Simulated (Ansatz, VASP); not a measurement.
**One calculation of LiCl, two programs**

```xyz
2
Lattice="0.0000 2.6327 2.6327 2.6327 0.0000 2.6327 2.6327 2.6327 0.0000" Properties=species:S:1:pos:R:3 pbc="T T T"
Li    0.0000    0.0000    0.0000
Cl    2.6327    2.6327    2.6327
```

Change from the starting cell: hydrostatic strain +3.0%.

Alike in both runs: task single point; functional HSE06; k mesh 6 × 6 × 6; no spin polarisation.

|  | VASP | Ansatz |
| --- | --- | --- |
| version | VASP 6.6.1 | Ansatz 0.2.0 |
| potentials or method | VASP PAW PBE potentials, release 64 (Li_sv, Cl) | plane waves, PAW |
| plane-wave cutoff (eV) | 520 | 420 |
| occupations | gaussian, width 0.01 eV | fixed |
| valence electrons in the cell | 10 | 10 |

```csv
,VASP,Ansatz,Ansatz less VASP
gap on the k mesh at the Fermi level (eV),7.28,7.28,-0.006
```

Ansatz's warnings: stress exchange threshold loose, stress scf threshold loose.

Noted on VASP's run: the cutoff is short for stress, so the pressure is rough.
